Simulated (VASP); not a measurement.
Set up this calculation in VASP 6.6.1, as the native input.

| Quantity | Value |
| --- | --- |
| Task | single point |
| Functional | PBE |
| Potentials or basis | VASP PAW PBE potentials, release 64 (Na_pv, Al) |
| Cutoff | 500 eV |
| k mesh | 2 × 2 × 2 |
| Occupations | gaussian, width 0.1 eV |
| Spin | no spin polarisation |
| Dipole correction | no |
| Further INCAR settings | ALGO = Normal; EDIFF = 1e-06; NBANDS = 16 |

The structure of NaAl3 lies in POSCAR:

```
NaAl3
1.0
   -2.1877210000      2.1877210000      3.9802060000
    2.1877210000     -2.1877210000      3.9802060000
    2.1877210000      2.1877210000     -3.9802060000
Na Al
1 3
Direct
    0.0000000000      0.0000000000      0.0000000000
    0.7500000000      0.2500000000      0.5000000000
    0.2500000000      0.7500000000      0.5000000000
    0.5000000000      0.5000000000      0.0000000000
```

The input as run:

INCAR

```
PREC     = Accurate       # precision mode
ENCUT    = 500            # plane-wave cutoff, eV
EDIFF    = 1E-6           # SCF threshold, eV
ISMEAR   = 0              # smearing method
SIGMA    = 0.1            # smearing width, eV
LREAL    = F              # projectors in reciprocal space
LASPH    = T              # aspherical terms in the spheres
NELM     = 120            # most SCF steps
ALGO     = Normal         # electronic algorithm
ISIF     = 2              # what is computed and relaxed
LWAVE    = F              # write WAVECAR
LCHARG   = T              # write CHGCAR
GGA      = PE             # functional
LELF     = T              # ELF
LVHAR    = T            
NBANDS   = 16             # bands
GGA_COMPAT= F
```

KPOINTS

```
regular mesh
0
Gamma
  2 2 2
```

Potentials or basis: VASP PAW PBE potentials, release 64 (Na_pv, Al).

The run is started by

```sh
$ cat potpaw_PBE.64/Na_pv/POTCAR potpaw_PBE.64/Al/POTCAR > POTCAR
$ mpirun -np 1 vasp_std > vasp.out
```

It gave:

* Pressure: -0.6 GPa
* Band gap on the k mesh: zero (bands 8 and 9 overlap by 1.14 eV)

Caveat: the k points lie up to 0.82 Å⁻¹ apart, too coarse for converged energies and pressures of a metal.

Run time: 7.6 s on 1 thread of Intel(R) Xeon(R) Platinum 8375C CPU @ 2.90GHz (Ice Lake), with other jobs on the host, peak memory 0.22 GiB.
